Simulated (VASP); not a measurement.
Crystal: PbS.

```
CELL_PARAMETERS angstrom
2.10051 1.21273 3.43019
-2.10051 1.21273 3.43019
0.00000 -2.42546 3.43019
ATOMIC_POSITIONS crystal
Pb 0.97814 0.97814 0.97814
S 0.47746 0.47746 0.47746
```

Base run:

- Program: VASP 6.6.1
- Functional: r2SCAN
- Potentials or basis: VASP PAW PBE potentials, release 64 (Pb_d, S)
- Cutoff: 520 eV
- k mesh: 8 × 8 × 8
- Occupations: gaussian, width 0.01 eV
- Spin: no spin polarisation

Its results: band gap on the k mesh 0.64 eV; pressure 1.0 GPa.

Task: The run is repeated on the same cell with these changes: functional from r2SCAN to PBE; k mesh from 8 × 8 × 8 to 4 × 4 × 4. What comes out?

Result: Band gap on the k mesh 0.38 eV; pressure 1.9 GPa.

Several settings changed at once.

Caveats: some runs use coarse meshes; spin-orbit coupling is left out, which moves the levels of the heavy elements; the PAW data sets were made with another functional, which shifts forces and pressure a little (at least some runs).

A k mesh can miss the band edges.
